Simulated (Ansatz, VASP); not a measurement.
WS2 in VASP and in Ansatz

INCAR

```
SYSTEM = WS2
PREC = Accurate
ENCUT = 520
EDIFF = 1E-6
ISMEAR = 0
SIGMA = 0.05
LREAL = .FALSE.
LASPH = .TRUE.
NELM = 60
ALGO = Normal
ISIF = 2
LWAVE = .FALSE.
LCHARG = .FALSE.
GGA = PS
NBANDS = 35
```

KPOINTS

```
regular mesh
0
G
  12 12 2
  0 0 0
```

Contents of POSCAR:

```
WS2
1.0
    2.8824463055      0.0000000000      0.0000000000
   -1.4412231527      2.4962717256      0.0000000000
    0.0000000000      0.0000000000     28.0721039249
W S
2 4
Direct
    0.3333333333      0.6666666667      0.6345758579
    0.6666666667      0.3333333333      0.3654241421
    0.3333333333      0.6666666667      0.2989469828
    0.6666666667      0.3333333333      0.5680493466
    0.3333333333      0.6666666667      0.4319506534
    0.6666666667      0.3333333333      0.7010530172
```

Input for Ansatz:

```yaml
crystal:
  lattice:
    - [2.8824463055, 0.0, 0.0]
    - [-1.4412231527, 2.4962717256, 0.0]
    - [0.0, 0.0, 28.0721039249]
  atoms:
    - { symbol: W, position: [0.3333333333, 0.6666666667, 0.6345758579] }
    - { symbol: W, position: [0.6666666667, 0.3333333333, 0.3654241421] }
    - { symbol: S, position: [0.3333333333, 0.6666666667, 0.2989469828] }
    - { symbol: S, position: [0.6666666667, 0.3333333333, 0.5680493466] }
    - { symbol: S, position: [0.3333333333, 0.6666666667, 0.4319506534] }
    - { symbol: S, position: [0.6666666667, 0.3333333333, 0.7010530172] }
basis:
  ecutwfc: 420
kpoints:
  mp_grid: { grid: [12, 12, 2] }
hamiltonian:
  xc: pbesol
scf:
  occupations: { method: gaussian, width: 0.05 }
output:
  forces: true
  stress: true
  eigenvalues: true
  write_density: true
  write_potential: true
  elf: true
  volumetric_format: npy
```

Alike in both runs: task single point; functional PBEsol; k mesh 12 × 12 × 2; occupations gaussian, width 0.05 eV; no spin polarisation.

|  | VASP | Ansatz |
| --- | --- | --- |
| version | VASP 6.6.1 | Ansatz 0.2.0 |
| potentials or method | VASP PAW PBE potentials, release 64 (W_sv, S), cutoff 520 eV | scalar-relativistic, plane waves, PAW |
| valence electrons in the cell | 52 | 52 |

```tsv
	VASP	Ansatz	Ansatz less VASP
gap on the k mesh at the Fermi level (eV)	0.03	0.03	+0.001
least direct gap on the mesh (eV)	0.88	0.87	-0.006
rms of the force components (eV/Å)	1.469	1.477	+0.0073
```

VASP's potentials were made for PBE, not for PBEsol. Atom by atom the forces differ by 0.007 eV/Å (rms over components). The functional is the same, so the differences come from potentials, cutoffs and numerics. Ansatz's warnings: xc potential rough in thin density.

Neither program's run includes spin-orbit coupling.
